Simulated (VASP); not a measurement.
Runs of VASP 6.6.1 on InP. The structure is that of space group I4/mmm (No. 139), or close to it. The cells are those of the table. 

| cell | gap on the mesh (eV) | pressure (GPa) |
| --- | --- | --- |
| a = 3.766, b = 3.766, c = 3.914 Å, angles 58.7, 58.7, 62.6°, 2 atoms | none | 8.7 |
| a = 3.902, b = 3.902, c = 3.660 Å, angles 62.0, 62.0, 55.9°, 2 atoms | none | 9.9 |
| a = 3.802, b = 3.802, c = 3.951 Å, angles 58.7, 58.7, 62.6°, 2 atoms | none | 5.7 |
| a = 3.954, b = 3.954, c = 4.184 Å, angles 58.1, 58.1, 63.9°, 2 atoms | none | -2.9 |
| a = 4.116, b = 4.116, c = 3.861 Å, angles 62.0, 62.0, 55.9°, 2 atoms | none | -3.2 |
| a = 3.905, b = 3.905, c = 3.745 Å, angles 61.3, 61.3, 57.3°, 2 atoms | none | (b) |
| a = 3.994, b = 3.994, c = 4.074 Å, angles 59.3, 59.3, 61.3°, 2 atoms | none | -4.5 |
| a = 3.868, b = 3.868, c = 3.709 Å, angles 61.3, 61.3, 57.3°, 2 atoms | none | (a) |
| a = 3.858, b = 3.858, c = 3.935 Å, angles 59.3, 59.3, 61.3°, 2 atoms | none | (c) |

Alike in all rows: task single point; level PBE; potentials or basis VASP PAW PBE potentials, release 64 (In_d, P); no spin polarisation; k mesh 20 × 20 × 20; cutoff (eV) 520; smearing gaussian 0.15 eV.

**Question.** Fill in the values left out.

**Answer.** (a) 8.6; (b) 5.6; (c) 2.3.

Caveats: spin-orbit coupling is left out, which moves the levels of the heavy elements; the stress differs along the axes, from 4 to 18 GPa (at least some runs); the stress differs along the axes, from -1 to 15 GPa (at least some runs); the stress differs along the axes, from 1 to 14 GPa (at least some runs); the stress differs along the axes, from -7 to 5 GPa (at least some runs); the stress differs along the axes, from -7 to -1 GPa (at least some runs); the stress differs along the axes, from -1 to 9 GPa (at least some runs).

A k mesh can miss the band edges, and the runs leave out spin-orbit coupling on In.

A gap of «none» marks levels without a gap at the run's occupations.
